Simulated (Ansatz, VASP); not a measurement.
One calculation of CuAu, two programs

```
Au Cu
1.0
     2.86588    0.00000    0.00000
     0.00000    2.86588    0.00000
     0.00000    0.00000    3.75727
Au Cu
1 1
Direct
  0.00000 0.00000 0.00000
  0.50000 0.50000 0.50000
```

Change from the starting cell: volume scaled by 1.06.

Alike in both runs: task single point; functional PBEsol; k mesh 9 × 9 × 7; occupations fermi-dirac, width 0.05 eV; no spin polarisation.

```csv
,VASP,Ansatz
version,VASP 6.6.1,Ansatz 0.2.0
potentials or method,"VASP PAW PBE potentials, release 64 (Au, Cu), cutoff 520 eV","all-electron LAPW, scalar-relativistic"
```

```tsv
	VASP	Ansatz	Ansatz less VASP
gap on the k mesh at the Fermi level (eV)	none	none	-
pressure (GPa)	-11.4	-11.4	+0.02
traceless stress, the component that is largest in VASP (GPa)	0.33	0.25	-0.078
```

VASP's potentials were made for PBE, not for PBEsol. A gap of «none» marks a metal or a gap that the smearing closes. Ansatz ran all-electron here, and VASP with PAW potentials.

Neither program's run includes spin-orbit coupling.
